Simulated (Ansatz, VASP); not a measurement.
# Pt4Au: VASP beside Ansatz

Contents of INCAR:

```
  PREC = Accurate
  ENCUT = 520
  EDIFF = 1E-6
  ISMEAR = -1
  SIGMA = 0.08
  LREAL = False
  LASPH = True
  NELM = 100
  ALGO = Normal
  ISIF = 2
  LWAVE = False
  LCHARG = False
  LDIPOL = True
  IDIPOL = 3
  DIPOL = 0.5 0.5 0.500
  GGA = PE
  NBANDS = 34
```

File KPOINTS:

```
Automatic mesh
0
Gamma
  12 12 1
```

File POSCAR:

```
Pt4Au
1.0
    2.8080030018      0.0000000000      0.0000000000
    0.0000000000      2.8080030018      0.0000000000
    0.0000000000      0.0000000000     23.9422000000
Pt Au
4 1
Direct
    0.0000000000      0.0000000000      0.3366330712
    0.5000000000      0.5000000000      0.4175861933
    0.5000000000      0.5000000000      0.5824138035
    0.0000000000      0.0000000000      0.6633669312
    0.0000000000      0.0000000000      0.5000000008
```

Input for Ansatz:

```yaml
crystal:
  lattice:
    - [2.8080030018, 0.0, 0.0]
    - [0.0, 2.8080030018, 0.0]
    - [0.0, 0.0, 23.9422]
  atoms:
    - { symbol: Pt, position: [0.0, 0.0, 0.3366330712] }
    - { symbol: Pt, position: [0.5, 0.5, 0.4175861933] }
    - { symbol: Au, position: [0.0, 0.0, 0.5000000008] }
    - { symbol: Pt, position: [0.5, 0.5, 0.5824138035] }
    - { symbol: Pt, position: [0.0, 0.0, 0.6633669312] }
kpoints:
  mp_grid: { grid: [12, 12, 1] }
scf:
  occupations: { method: fermi_dirac, width: 0.08 }
hamiltonian:
  xc: pbe
  pseudopotentials: { kind: all_electron, lapw: { basis_error: 0.001 } }
output:
  forces: true
  stress: true
  eigenvalues: true
efield:
  axis: 3
  amplitude: 0
  dipole_correction: true
```

Alike in both runs: task single point; functional PBE; k mesh 12 × 12 × 1; occupations fermi-dirac, width 0.08 eV; no spin polarisation.

```csv
,VASP,Ansatz
version,VASP 6.6.1,Ansatz 0.2.0
potentials or method,"VASP PAW PBE potentials, release 64 (Pt, Au), cutoff 520 eV","all-electron LAPW, scalar-relativistic"
```

|  | VASP | Ansatz | Ansatz less VASP |
| --- | --- | --- | --- |
| rms of the force components (eV/Å) | 0.288 | 0.287 | -0.0007 |

Ansatz ran all-electron here, and VASP with PAW potentials.

Spin-orbit coupling is off throughout.
